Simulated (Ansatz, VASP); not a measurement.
**TiTe3 in VASP and in Ansatz**

File POSCAR:

```
TiTe3
1.0
    6.5673630000      0.0000000000      0.0000000000
   -3.2836810000      5.6875060000      0.0000000000
    0.0000000000      0.0000000000      5.9867320000
Te Ti
6 2
Direct
    0.3170500000      0.0000000000      0.2500000000
    0.3170500000      0.3170500000      0.7500000000
    0.0000000000      0.3170500000      0.2500000000
    0.6829500000      0.0000000000      0.7500000000
    0.6829500000      0.6829500000      0.2500000000
    0.0000000000      0.6829500000      0.7500000000
    0.0000000000      0.0000000000      0.0000000000
    0.0000000000      0.0000000000      0.5000000000
```

Contents of INCAR.step1:

```
PREC = Accurate
ENCUT = 520
ISMEAR = -1
SIGMA = 0.1
LREAL = False
LASPH = True
NELM = 150
ISPIN = 2
MAGMOM = 0.2 0.2 0.2 0.2 0.2 0.2 0.2 0.2
LMAXMIX = 4
NBANDS = 44
GGA = PE
ALGO = Normal
EDIFF = 1E-4
LWAVE = True
LCHARG = False
```

INCAR.step2

```
PREC = Accurate
ENCUT = 520
EDIFF = 1E-6
ISMEAR = -1
SIGMA = 0.1
LREAL = False
LASPH = True
NELM = 150
ALGO = Normal
ISIF = 2
LWAVE = False
LCHARG = False
ISPIN = 2
MAGMOM = 0.2 0.2 0.2 0.2 0.2 0.2 0.2 0.2
LORBIT = 11
LMAXMIX = 4
METAGGA = R2SCAN
LMIXTAU = True
NBANDS = 44
ISTART = 1
```

The input KPOINTS:

```
Automatic mesh
0
Gamma
  3 3 3
```

Input for Ansatz:

```yaml
crystal:
  lattice:
    - [6.567363, 0.0, 0.0]
    - [-3.283681, 5.687506, 0.0]
    - [0.0, 0.0, 5.986732]
  atoms:
    - { symbol: Te, position: [0.31705, 0.0, 0.25], spin: 0.2 }
    - { symbol: Te, position: [0.31705, 0.31705, 0.75], spin: 0.2 }
    - { symbol: Te, position: [0.0, 0.31705, 0.25], spin: 0.2 }
    - { symbol: Te, position: [0.68295, 0.0, 0.75], spin: 0.2 }
    - { symbol: Te, position: [0.68295, 0.68295, 0.25], spin: 0.2 }
    - { symbol: Te, position: [0.0, 0.68295, 0.75], spin: 0.2 }
    - { symbol: Ti, position: [0.0, 0.0, 0.0], spin: 0.2 }
    - { symbol: Ti, position: [0.0, 0.0, 0.5], spin: 0.2 }
  symmetry: { tolerance: 0.0003 }
kpoints:
  mp_grid: { grid: [3, 3, 3], shift: [0, 0, 0] }
magnetization:
  spin_polarized: true
scf:
  occupations: { method: fermi_dirac }
hamiltonian:
  pseudopotentials: { kind: paw }
  xc: r2scan
basis:
  ecutwfc: 500
output:
  forces: true
  stress: true
  eigenvalues: true
```

Alike in both runs: task single point; functional r2SCAN; k mesh 3 × 3 × 3; collinear spin.

|  | VASP | Ansatz |
| --- | --- | --- |
| version | VASP 6.6.1 | Ansatz 0.2.0 |
| potentials or method | VASP PAW PBE potentials, release 64 (Te, Ti_sv), cutoff 520 eV | PAW plane waves |
| occupations | fermi-dirac, width 0.1 eV | fermi-dirac |
| valence electrons in the cell | 60 | 120 |

Ansatz gave:

```
gap on the k mesh at the Fermi level (eV)                     : none
pressure (GPa)                                                : 10.4
traceless stress, the component that is largest in VASP (GPa) : -1.72
rms of the force components (eV/Å)                            : 1.228
net moment per atom (μB)                                      : 0.00
```

Task: Which values does VASP return?

Result: gap on the k mesh at the Fermi level (eV): none; pressure (GPa): 10.5; traceless stress, the component that is largest in VASP (GPa): -1.66; rms of the force components (eV/Å): 1.237; net moment per atom (μB): 0.00.

VASP's potentials were made for PBE, not for r2SCAN. Atom by atom the forces differ by 0.009 eV/Å (rms over components). A gap of «none» marks a metal or a gap that the smearing closes. VASP's potentials hold 60 valence electrons a cell and Ansatz's 120, so a difference there can come from the potentials and not from the codes. Ansatz's warnings: seeded moment not kept, stability check not made, structure snapped to symmetry.

The k mesh is coarse, so the values compare programs but aren't converged. Neither program's run includes spin-orbit coupling.
